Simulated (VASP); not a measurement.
# GdSeO (P4/nmm) in VASP: notebook

GdSeO is run at these levels: PBE+U; tasks: relaxation of cell and atoms, single point.

All numbers are computed with VASP 6.6.1; they aren't measurements. Logs are shortened: lines on timing, memory, paths and dates and some standing lists are left out, and cuts for length are marked.

### 1 The cell of the first run

The structure is tetragonal, space group P4/nmm (No. 129). The conventional cell has a = 3.954 Å, b = 3.954 Å, c = 6.909 Å, α = 90.00°, β = 90.00°, γ = 90.00°. Gd (site symmetry 4mm) has 4 O at 2.37 Å and 5 Se at 3.04 to 3.09 Å within 3.1 Å. Se (site symmetry 4mm) has 6 Gd at 3.04 to 3.82 Å and 4 O at 3.20 Å and 8 Se at 3.37 to 3.95 Å within 4.0 Å. O (site symmetry -4m2) has 4 Gd at 2.37 Å and 4 O at 2.80 Å within 3.1 Å.

### 2 Relaxation of cell and atoms, PBE+U, collinear spin, ferromagnetic start

Contents of INCAR:

```
SYSTEM = GdSeO
ALGO = Normal
EDIFF = 1E-7
EDIFFG = -0.01
ENCUT = 600
GGA = PE
IBRION = 2
ISIF = 3
ISMEAR = -1
ISPIN = 2
LASPH = .TRUE.
LCHARG = .FALSE.
LDAU = .TRUE.
LDAUJ = 0.41 0 0
LDAUL = 3 -1 -1
LDAUPRINT = 1
LDAUTYPE = 1
LDAUU = 7.02 0 0
LMAXMIX = 6
LORBIT = 11
LREAL = .FALSE.
LWAVE = .FALSE.
MAGMOM = 6.9 6.9 0 0 0 0
NELM = 150
NSW = 60
PREC = Accurate
SIGMA = 0.1
```

Contents of KPOINTS:

```
k-points
0
G
  5 5 3
  0 0 0
```

Contents of POSCAR:

```
GdSeO
1.0
    3.9544215500      0.0000000000      0.0000000000
    0.0000000000      3.9544215500      0.0000000000
    0.0000000000      0.0000000000      6.9094111500
Gd Se O
2 2 2
Direct
    0.2500000000      0.2500000000      0.1895500000
    0.7500000000      0.7500000000      0.8104500000
    0.2500000000      0.2500000000      0.6367000000
    0.7500000000      0.7500000000      0.3633000000
    0.7500000000      0.2500000000      0.0000000000
    0.2500000000      0.7500000000      0.0000000000
```

Potentials or basis: VASP PAW PBE potentials, release 64 (Gd, Se, O).

The run is started by

```
$ cat potpaw_PBE.64/Gd/POTCAR potpaw_PBE.64/Se/POTCAR potpaw_PBE.64/O/POTCAR > POTCAR
$ mpirun -np 1 vasp_std > vasp.out
```

OUTCAR:

```text
SYSTEM = GdSeO
   EDIFF = 1E-7
   EDIFFG = -0.01
   ENCUT = 600
   GGA = PE
   IBRION = 2
   ISIF = 3
   ISMEAR = -1
   ISPIN = 2
   LASPH = .TRUE.
   LORBIT = 11
   LREAL = .FALSE.
   NELM = 150
   NSW = 60
   PREC = Accurate

 ion  position               nearest neighbor table
   1  0.250  0.250  0.190-   5 2.37   6 2.37   6 2.37   5 2.37   4 3.04   4 3.04   4 3.04   4 3.04
                             3 3.09
   2  0.750  0.750  0.810-   5 2.37   6 2.37   5 2.37   6 2.37   3 3.04   3 3.04   3 3.04   3 3.04
                             4 3.09
   3  0.250  0.250  0.637-   2 3.04   2 3.04   2 3.04   2 3.04   1 3.09
   4  0.750  0.750  0.363-   1 3.04   1 3.04   1 3.04   1 3.04   2 3.09
   5  0.750  0.250  0.000-   1 2.37   2 2.37   2 2.37   1 2.37
   6  0.250  0.750  0.000-   1 2.37   2 2.37   1 2.37   2 2.37

  LATTYP: Found a simple tetragonal cell.
 ALAT       =     3.9544215500
 C/A-ratio  =     1.7472621628

  Lattice vectors:

 A1 = (   3.9544215500,   0.0000000000,   0.0000000000)
 A2 = (   0.0000000000,   3.9544215500,   0.0000000000)
 A3 = (   0.0000000000,   0.0000000000,   6.9094111500)

Analysis of symmetry for initial positions (statically):
=====================================================================
 Subroutine PRICEL returns:
 Original cell was already a primitive cell.

 Routine SETGRP: Setting up the symmetry group for a
 simple tetragonal supercell.

 Subroutine GETGRP returns: Found 16 space group operations
 (whereof  4 operations were pure point group operations)
 out of a pool of 16 trial point group operations.

The static configuration has the point symmetry C_2h.
 The point group associated with its full space group is D_4h.

Analysis of symmetry for dynamics (positions and initial velocities):
=====================================================================
 Subroutine PRICEL returns:
 Original cell was already a primitive cell.

 Routine SETGRP: Setting up the symmetry group for a
 simple tetragonal supercell.

 Subroutine GETGRP returns: Found 16 space group operations
 (whereof  4 operations were pure point group operations)
 out of a pool of 16 trial point group operations.

The dynamic configuration has the point symmetry C_2h.
 The point group associated with its full space group is D_4h.

Analysis of structural, dynamic, and magnetic symmetry:
=====================================================================
 Subroutine PRICEL returns:
 Original cell was already a primitive cell.

 Routine SETGRP: Setting up the symmetry group for a
 simple tetragonal supercell.

 Subroutine GETGRP returns: Found 16 space group operations
[... 389 lines left out ...]
  o =  0.9943  v =  0.0696  0.0000  0.0244 -0.0000  0.3295 -0.0000 -0.9413  0.0000  0.0000  0.0000  0.0000  0.0000  0.0000  0.0000      0.0000  0.0000  0.0000  0.0000  0.0000  0.0000  0.0000  0.0000  0.0000  0.0000  0.0000  0.0000  0.0000  0.0000
  o =  0.9943  v =  0.9413 -0.0000  0.3295  0.0000 -0.0244  0.0000  0.0696  0.0000  0.0000  0.0000  0.0000  0.0000  0.0000  0.0000      0.0000  0.0000  0.0000  0.0000  0.0000  0.0000  0.0000  0.0000  0.0000  0.0000  0.0000  0.0000  0.0000  0.0000
  o =  0.9959  v = -0.0000 -0.0000  0.0000  0.0000 -0.0000  1.0000 -0.0000  0.0000  0.0000  0.0000  0.0000  0.0000  0.0000  0.0000      0.0000  0.0000  0.0000  0.0000  0.0000  0.0000  0.0000  0.0000  0.0000  0.0000  0.0000  0.0000  0.0000  0.0000

atom =   2  type =  1  l = 3

 onsite density matrix

spin component  1

  0.9940 -0.0000  0.0007  0.0000 -0.0000 -0.0000  0.0000
 -0.0000  0.9923 -0.0000 -0.0000 -0.0000  0.0000  0.0000
  0.0007 -0.0000  0.9923 -0.0000  0.0000  0.0000  0.0000
  0.0000 -0.0000 -0.0000  0.9934 -0.0000  0.0000 -0.0000
 -0.0000 -0.0000  0.0000 -0.0000  0.9923 -0.0000 -0.0007
 -0.0000  0.0000  0.0000  0.0000 -0.0000  0.9959 -0.0000
  0.0000  0.0000  0.0000 -0.0000 -0.0007 -0.0000  0.9940

spin component  2

  0.0071  0.0000  0.0012  0.0000 -0.0000 -0.0000  0.0000
  0.0000  0.0043 -0.0000 -0.0000 -0.0000  0.0000  0.0000
  0.0012 -0.0000  0.0040 -0.0000  0.0000  0.0000 -0.0000
  0.0000 -0.0000 -0.0000  0.0088 -0.0000 -0.0000  0.0000
 -0.0000 -0.0000  0.0000 -0.0000  0.0040 -0.0000 -0.0012
 -0.0000  0.0000  0.0000 -0.0000 -0.0000  0.0114  0.0000
  0.0000  0.0000 -0.0000  0.0000 -0.0012  0.0000  0.0071

 occupancies and eigenvectors

  o =  0.0035  v =  0.0000  0.0000  0.0000  0.0000  0.0000  0.0000  0.0000 -0.0001  0.0000  0.0003 -0.0000 -0.9451  0.0000 -0.3268      0.0000  0.0000  0.0000  0.0000  0.0000  0.0000  0.0000  0.0000  0.0000  0.0000  0.0000  0.0000  0.0000  0.0000
  o =  0.0035  v =  0.0000  0.0000  0.0000  0.0000  0.0000  0.0000  0.0000  0.3268 -0.0000 -0.9451 -0.0000 -0.0003  0.0000 -0.0001      0.0000  0.0000  0.0000  0.0000  0.0000  0.0000  0.0000  0.0000  0.0000  0.0000  0.0000  0.0000  0.0000  0.0000
  o =  0.0043  v =  0.0000  0.0000  0.0000  0.0000  0.0000  0.0000  0.0000 -0.0000 -1.0000  0.0000  0.0000 -0.0000 -0.0000  0.0000      0.0000  0.0000  0.0000  0.0000  0.0000  0.0000  0.0000  0.0000  0.0000  0.0000  0.0000  0.0000  0.0000  0.0000
  o =  0.0075  v =  0.0000  0.0000  0.0000  0.0000  0.0000  0.0000  0.0000  0.9451 -0.0000  0.3268  0.0000  0.0000  0.0000 -0.0001      0.0000  0.0000  0.0000  0.0000  0.0000  0.0000  0.0000  0.0000  0.0000  0.0000  0.0000  0.0000  0.0000  0.0000
  o =  0.0075  v =  0.0000  0.0000  0.0000  0.0000  0.0000  0.0000  0.0000  0.0001  0.0000  0.0000 -0.0000 -0.3268  0.0000  0.9451      0.0000  0.0000  0.0000  0.0000  0.0000  0.0000  0.0000  0.0000  0.0000  0.0000  0.0000  0.0000  0.0000  0.0000
  o =  0.0088  v =  0.0000  0.0000  0.0000  0.0000  0.0000  0.0000  0.0000  0.0000  0.0000 -0.0000  1.0000 -0.0000  0.0000  0.0000      0.0000  0.0000  0.0000  0.0000  0.0000  0.0000  0.0000  0.0000  0.0000  0.0000  0.0000  0.0000  0.0000  0.0000
  o =  0.0114  v =  0.0000  0.0000  0.0000  0.0000  0.0000  0.0000  0.0000 -0.0000 -0.0000 -0.0000 -0.0000  0.0000  1.0000 -0.0000      0.0000  0.0000  0.0000  0.0000  0.0000  0.0000  0.0000  0.0000  0.0000  0.0000  0.0000  0.0000  0.0000  0.0000
  o =  0.9920  v = -0.3300 -0.0000  0.9428  0.0000 -0.0449 -0.0000 -0.0157  0.0000  0.0000  0.0000  0.0000  0.0000  0.0000  0.0000      0.0000  0.0000  0.0000  0.0000  0.0000  0.0000  0.0000  0.0000  0.0000  0.0000  0.0000  0.0000  0.0000  0.0000
  o =  0.9920  v = -0.0157  0.0000  0.0449 -0.0000  0.9428  0.0000  0.3300  0.0000  0.0000  0.0000  0.0000  0.0000  0.0000  0.0000      0.0000  0.0000  0.0000  0.0000  0.0000  0.0000  0.0000  0.0000  0.0000  0.0000  0.0000  0.0000  0.0000  0.0000
  o =  0.9923  v = -0.0000  1.0000  0.0000 -0.0000 -0.0000 -0.0000 -0.0000  0.0000  0.0000  0.0000  0.0000  0.0000  0.0000  0.0000      0.0000  0.0000  0.0000  0.0000  0.0000  0.0000  0.0000  0.0000  0.0000  0.0000  0.0000  0.0000  0.0000  0.0000
  o =  0.9934  v =  0.0000  0.0000 -0.0000  1.0000 -0.0000 -0.0000  0.0000  0.0000  0.0000  0.0000  0.0000  0.0000  0.0000  0.0000      0.0000  0.0000  0.0000  0.0000  0.0000  0.0000  0.0000  0.0000  0.0000  0.0000  0.0000  0.0000  0.0000  0.0000
  o =  0.9943  v =  0.0556  0.0000  0.0195  0.0000  0.3298 -0.0000 -0.9422  0.0000  0.0000  0.0000  0.0000  0.0000  0.0000  0.0000      0.0000  0.0000  0.0000  0.0000  0.0000  0.0000  0.0000  0.0000  0.0000  0.0000  0.0000  0.0000  0.0000  0.0000
  o =  0.9943  v =  0.9422  0.0000  0.3298 -0.0000 -0.0195 -0.0000  0.0556  0.0000  0.0000  0.0000  0.0000  0.0000  0.0000  0.0000      0.0000  0.0000  0.0000  0.0000  0.0000  0.0000  0.0000  0.0000  0.0000  0.0000  0.0000  0.0000  0.0000  0.0000
  o =  0.9959  v =  0.0000  0.0000  0.0000  0.0000  0.0000  1.0000 -0.0000  0.0000  0.0000  0.0000  0.0000  0.0000  0.0000  0.0000      0.0000  0.0000  0.0000  0.0000  0.0000  0.0000  0.0000  0.0000  0.0000  0.0000  0.0000  0.0000  0.0000  0.0000

--------------------------------------- Ionic step       27  -------------------------------------------

 number of electron      60.0000023 magnetization      14.0180804

 Free energy of the ion-electron system (eV)
  ---------------------------------------------------
  ext. energy  EPLUGINS =         0.00000000
  ---------------------------------------------------
  free energy    TOTEN  =       -53.87219415 eV

  energy without entropy =      -53.78995285  energy(sigma->0) =      -53.83107350

 E-fermi :   4.1351     XC(G=0): -10.2401

 val. band max:        4.0199443133   @ k =   0.2000   0.0000   0.0000
 cond. band min:       4.1750180221   @ k =   0.2000   0.0000   0.0000
 fundamental gap:      0.1550737089
 Fermi energy:         4.1351420255

 spin component 1

 k-point     1 :       0.0000    0.0000    0.0000
  band No.  band energies     occupation
      1     -41.2098      1.00000
      2     -41.1554      1.00000
      3     -19.1127      1.00000
      4     -18.6678      1.00000
      5     -18.6678      1.00000
      6     -18.4896      1.00000
[... 529 lines left out ...]
     41       7.1934      0.00000
     42       7.2103      0.00000
 Fermi energy:         4.1351420255

 spin component 2

 k-point     1 :       0.0000    0.0000    0.0000
  band No.  band energies     occupation
      1     -38.0864      1.00000
      2     -38.0127      1.00000
      3     -17.3914      1.00000
      4     -16.5317      1.00000
      5     -16.5317      1.00000
      6     -16.2971      1.00000
[... 529 lines left out ...]
     41       8.2324      0.00000
     42       8.2649      0.00000
 [bands above 42 left out]

------------------------ aborting loop because EDIFF is reached ----------------------------------------

  FORCE on cell =-STRESS in cart. coord.  units (eV):
  Direction    XX          YY          ZZ          XY          YZ          ZX
  --------------------------------------------------------------------------------------
  -------------------------------------------------------------------------------------
  Total        0.0179273      0.0179273      0.0180506      0.0000000      0.0000000      0.0000000
  in kB        0.2426895      0.2426895      0.2443587      0.0000000      0.0000000      0.0000000
  external PRESSURE =       0.2432459 kB  Pullay stress =       0.0000000 kB
[... 21 lines left out ...]
  FREE ENERGIE OF THE ION-ELECTRON SYSTEM (eV)
  ---------------------------------------------------
  free  energy   TOTEN  =       -53.8721941538 eV

  energy  without entropy=      -53.7899528483  energy(sigma->0) =      -53.83107350

 reached required accuracy - stopping structural energy minimisation

 total charge

# of ion       s       p       d       f       tot
--------------------------------------------------
    1        2.028   5.644   0.484   6.993  15.149
    2        2.028   5.644   0.484   6.993  15.149
    3        1.497   2.246   0.025   0.000   3.768
    4        1.497   2.246   0.025   0.000   3.768
    5        1.557   3.479   0.000   0.000   5.036
    6        1.557   3.479   0.000   0.000   5.036
--------------------------------------------------
tot         10.164  22.739   1.017  13.986  47.905

 magnetization (x)

# of ion       s       p       d       f       tot
--------------------------------------------------
    1       -0.006  -0.090   0.046   6.903   6.853
    2       -0.006  -0.090   0.046   6.903   6.853
    3       -0.001  -0.015   0.001   0.000  -0.015
    4       -0.001  -0.015   0.001   0.000  -0.015
    5       -0.003  -0.038   0.000   0.000  -0.041
    6       -0.003  -0.038   0.000   0.000  -0.041
--------------------------------------------------
tot         -0.021  -0.284   0.093  13.806  13.593
```

It took 53 min on 1 thread of AMD EPYC 9R45 (Zen 5), shared host; peak memory 0.35 GiB.

What came out:

| Property | Result |
| --- | --- |
| Free energy | -53.8722 eV |
| Relaxed volume | 19.73 Å³/atom |
| Relaxed cell | a = 4.126 Å, b = 4.126 Å, c = 6.951 Å, α = 90.00°, β = 90.00°, γ = 90.00° |
| Space group after relaxing (to 0.05 Å) | P4/nmm (No. 129) |
| Energy gained by relaxing | 171.8 meV/atom |
| Ionic steps | 27 |
| Pressure after relaxing | 0.0 GPa |
| Largest force after relaxing | 0.007 eV/Å |
| Band gap on the k mesh | zero (filled and empty bands overlap) |
| Net moment | 14.02 μB per cell |
| Site moments | Gd +6.85; Se -0.01; O -0.04 μB |
| Valence electrons inside the program's atomic spheres | Gd 15.15; Se 3.77; O 5.04 |

Forces in eV/Å, atoms in the order of the input:
```
Gd   0.000  0.000  0.007
Gd   0.000  0.000 -0.007
Se   0.000  0.000 -0.006
Se   0.000  0.000  0.006
O    0.000  0.000  0.000
O    0.000  0.000  0.000
```

Step by step:
```
step  energy change (eV)  largest force (eV/Å)  pressure (GPa)  volume (Å³)
   1              0.0000                2.1190            0.57       108.05
   2             -0.3602                0.9281            1.58       109.05
   3             -0.4711                0.9049            3.13       109.95
   4             -0.5763                0.7491           -2.48       117.32
   5             -0.5773                0.7625           -2.00       116.58
   6             -0.6929                0.7039           -1.39       116.11
   7             -0.8557                1.1831            2.02       114.66
   8             -0.9017                0.9732            1.68       115.31
   9             -0.9661                0.2263            1.30       117.27
  10             -0.9670                0.2801            1.32       116.99
  11             -0.9926                0.1160            0.40       117.77
  12             -1.0114                0.1700           -1.08       119.17
  13             -1.0228                0.1524           -0.51       118.43
  14             -1.0278                0.1380            0.32       117.47
  15             -1.0292                0.0838            0.20       117.69
  16             -1.0298                0.0598           -0.05       118.17
  17             -1.0299                0.0423            0.04       118.03
  18             -1.0299                0.0403           -0.01       118.01
  19             -1.0298                0.0407            0.13       117.85
  20             -1.0300                0.0363            0.06       117.98
  21             -1.0300                0.0385            0.04       118.00
  22             -1.0301                0.0342            0.01       118.05
  23             -1.0304                0.0269           -0.05       118.22
  24             -1.0304                0.0579           -0.19       118.55
  25             -1.0304                0.0382           -0.04       118.35
  26             -1.0305                0.0196           -0.03       118.35
  27             -1.0306                0.0070            0.02       118.35
```

Final structure:
```
CELL_PARAMETERS angstrom
4.12623 0.00000 0.00000
0.00000 4.12623 0.00000
0.00000 0.00000 6.95131
ATOMIC_POSITIONS crystal
Gd 0.25000 0.25000 0.15133
Gd 0.75000 0.75000 0.84867
Se 0.25000 0.25000 0.55854
Se 0.75000 0.75000 0.44146
O 0.75000 0.25000 0.00000
O 0.25000 0.75000 0.00000
```

Eigenvalues of the final occupation matrices:
```
    site  spin  trace                         eigenvalues
site 1 f     1   6.95  0.99 0.99 0.99 0.99 0.99 0.99 1.00
site 1 f     2   0.05  0.00 0.00 0.00 0.01 0.01 0.01 0.01
site 2 f     1   6.95  0.99 0.99 0.99 0.99 0.99 0.99 1.00
site 2 f     2   0.05  0.00 0.00 0.00 0.01 0.01 0.01 0.01
```

Caveat: spin-orbit coupling is left out, which moves the levels of the heavy elements.

[end of part 1 of 2]
